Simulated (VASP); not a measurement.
A run of VASP 6.6.1 is set up as follows.

The input INCAR:

```
SYSTEM = Si
ALGO     = Normal         ! electronic algorithm
EDIFF    = 1E-6           ! SCF threshold, eV
EDIFFG   = -0.03          ! ionic threshold
ENCUT    = 520            ! plane-wave cutoff, eV
GGA      = PE             ! functional
IBRION   = 2              ! ionic algorithm
ISIF     = 2              ! what is computed and relaxed
ISMEAR   = 0              ! smearing method
IVDW     = 12             ! dispersion correction
LASPH    = .TRUE.         ! aspherical terms in the spheres
LCHARG   = .FALSE.        ! write CHGCAR
LREAL    = Auto         
LWAVE    = .FALSE.        ! write WAVECAR
NELM     = 100            ! most SCF steps
NSW      = 80             ! ionic steps
PREC     = Accurate       ! precision mode
SIGMA    = 0.02           ! smearing width, eV
```

KPOINTS

```
k-points
0
G
  2 2 2
  0 0 0
```

POSCAR

```
Si
1.0
    0.0000000000      5.4300000000      5.4300000000
    5.4300000000      0.0000000000      5.4300000000
    5.4300000000      5.4300000000      0.0000000000
Si
17
Direct
    0.0000000000      0.0000000000      0.0000000000
    0.1250000000      0.1250000000      0.1250000000
    0.0000000000      0.0000000000      0.5000000000
    0.1250000000      0.1250000000      0.6250000000
    0.0000000000      0.5000000000      0.0000000000
    0.1250000000      0.6250000000      0.1250000000
    0.0000000000      0.5000000000      0.5000000000
    0.1250000000      0.6250000000      0.6250000000
    0.5000000000      0.0000000000      0.0000000000
    0.6250000000      0.1250000000      0.1250000000
    0.5000000000      0.0000000000      0.5000000000
    0.6250000000      0.1250000000      0.6250000000
    0.5000000000      0.5000000000      0.0000000000
    0.6250000000      0.6250000000      0.1250000000
    0.5000000000      0.5000000000      0.5000000000
    0.6250000000      0.6250000000      0.6250000000
    0.3769706000      0.3698015000      0.3653765000
```

Potentials or basis: VASP PAW PBE potentials, release 64 (Si).

Run with:

```sh
$ cat potpaw_PBE.64/Si/POTCAR > POTCAR
$ mpirun -np 1 vasp_std > vasp.out
```

Task: Predict the band gap on the k mesh.

Result: Zero (bands 34 and 35 overlap by 0.25 eV).

Task: What does it give for the dispersion energy per atom?

Result: -0.332 eV.

Final structure:
```xyz
17
Lattice="0.0000 5.4300 5.4300 5.4300 0.0000 5.4300 5.4300 5.4300 0.0000" Properties=species:S:1:pos:R:3 pbc="T T T"
Si    0.0054    0.0057    0.0060
Si    1.3586    1.3581    1.3578
Si    2.7098    2.7104    0.0039
Si    4.0711    4.0734    1.3242
Si    2.7095    0.0040    2.7104
Si    4.0705    1.3239    4.0742
Si    5.4508    8.1231    8.1233
Si    6.8190    4.0709    4.0710
Si    0.0042    2.7094    2.7098
Si    1.3235    4.0717    4.0731
Si    8.1173    5.4572    8.1177
Si    4.0697    6.8198    4.0700
Si    8.1139    8.1140    5.4609
Si    4.0690    4.0692    6.8202
Si    5.4414    5.4420    5.4424
Si    6.7682    6.7774    6.7830
Si    4.0501    4.0607    4.0670
```

Caveat: the k points lie up to 0.50 Å⁻¹ apart.
